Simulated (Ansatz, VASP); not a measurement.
## Two plane-wave programs on SiSe4

Contents of INCAR:

```
ALGO = Normal
EDIFF = 1E-7
EDIFFG = -0.01
ENCUT = 600
GGA = PE
IBRION = 2
ISIF = 3
ISMEAR = 0
LASPH = True
LCHARG = False
LREAL = False
LWAVE = False
NELM = 100
NSW = 100
PREC = Accurate
SIGMA = 0.1
```

Contents of KPOINTS:

```
k-points
0
Gamma
  8 8 8
```

Contents of POSCAR:

```
SiSe4
1.0
   -3.1500800142      3.1500800142      3.1500800142
    3.1500800142     -3.1500800142      3.1500800142
    3.1500800142      3.1500800142     -3.1500800142
Si Se
1 4
Direct
    0.0000000000      0.0000000000      0.0000000000
    0.4258841746      0.4258841746      0.4258841746
    0.5741158254      0.0000000000      0.0000000000
    0.0000000000      0.0000000000      0.5741158254
    0.0000000000      0.5741158254      0.0000000000
```

Input for Ansatz:

```yaml
crystal:
  lattice:
    - [-3.1500800142, 3.1500800142, 3.1500800142]
    - [3.1500800142, -3.1500800142, 3.1500800142]
    - [3.1500800142, 3.1500800142, -3.1500800142]
  atoms:
    - { symbol: Si, position: [0.0, 0.0, 0.0] }
    - { symbol: Se, position: [0.4258841746, 0.4258841746, 0.4258841746] }
    - { symbol: Se, position: [0.5741158254, 0.0, 0.0] }
    - { symbol: Se, position: [0.0, 0.0, 0.5741158254] }
    - { symbol: Se, position: [0.0, 0.5741158254, 0.0] }
basis:
  ecutwfc: 420
kpoints:
  mp_grid: { grid: [8, 8, 8] }
hamiltonian:
  xc: pbe
scf:
  occupations: { method: gaussian, width: 0.1 }
output:
  forces: true
  stress: true
  eigenvalues: true
  write_density: true
  write_potential: true
  elf: true
  volumetric_format: npy
relax:
  adjacent_minimum: "off"
  f_tol: 0.01
  max_steps: 80
  cell: { stress_tol: 0.05 }
```

Change from the starting cell: species swapped into the GeF4 type (I-43m, No. 217).

Alike in both runs: task relaxation of cell and atoms; functional PBE; k mesh 8 × 8 × 8; occupations gaussian, width 0.1 eV; no spin polarisation.

|  | VASP | Ansatz |
| --- | --- | --- |
| version | VASP 6.6.1 | Ansatz 0.2.0 |
| potentials or method | VASP PAW PBE potentials, release 64 (Si, Se), cutoff 600 eV | scalar-relativistic, plane waves, PAW |
| valence electrons in the cell | 28 | 68 |

```csv
,VASP,Ansatz,Ansatz less VASP
"gap on the k mesh at the Fermi level, each at its own relaxed structure (eV)",none,none,-
relaxed volume (Å³/atom),25.29,25.28,-0.011
relaxed cell length with the largest relative difference (Å),5.477,5.476,-0.0008
```

A gap of «none» marks a metal or a gap that the smearing closes. VASP's potentials hold 28 valence electrons a cell and Ansatz's 68, so a difference there can come from the potentials and not from the codes.
